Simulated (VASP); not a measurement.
Input of a VASP 6.6.1 run:

The input INCAR:

```
PREC     = Accurate       # precision mode
ENCUT    = 520            # plane-wave cutoff, eV
EDIFF    = 1E-7           # SCF threshold, eV
ISMEAR   = 0              # smearing method
SIGMA    = 0.05           # smearing width, eV
LREAL    = F              # projectors in reciprocal space
LASPH    = T              # aspherical terms in the spheres
NELM     = 150            # most SCF steps
ALGO     = Normal         # electronic algorithm
ISIF     = 2              # what is computed and relaxed
LWAVE    = F              # write WAVECAR
LCHARG   = F              # write CHGCAR
LMAXMIX  = 4              # l up to which the mixer works
LDAU     = T              # DFT+U
LDAUTYPE = 2            
LDAUL    = 2 -1           # shell
LDAUU    = 4 0            # U, eV
LDAUJ    = 0 0          
LDAUPRINT= 1            
GGA      = PS             # functional
NBANDS   = 28             # bands
```

The input KPOINTS:

```
Automatic mesh
0
Gamma
  18 18 6
```

Contents of POSCAR:

```
WSe
1.0
    3.1036815592      0.0000000000      0.0000000000
   -1.5518407796      2.6878670756      0.0000000000
    0.0000000000      0.0000000000      7.6369321866
W Se
2 2
Direct
    0.0000000000      0.0000000000      0.0000000000
    0.0000000000      0.0000000000      0.5000000000
    0.3333333333      0.6666666667      0.2500000000
    0.6666666667      0.3333333333      0.7500000000
```

Potentials or basis: VASP PAW PBE potentials, release 64 (W_sv, Se).

The run is started by

```bash
$ cat potpaw_PBE.64/W_sv/POTCAR potpaw_PBE.64/Se/POTCAR > POTCAR
$ mpirun -np 1 vasp_std > vasp.out
```

(1) Estimate the pressure.

(2) Estimate the band gap on the k mesh.

Answers

(1) 5.9 GPa.

(2) zero (bands 20 and 21 overlap by 1.43 eV).

Caveat: the stress differs along the axes, from 4 to 10 GPa; the PAW data sets were made with another functional, which shifts forces and pressure a little; spin-orbit coupling is left out, which moves the levels of the heavy elements; U without spin polarisation on a metal has little footing.
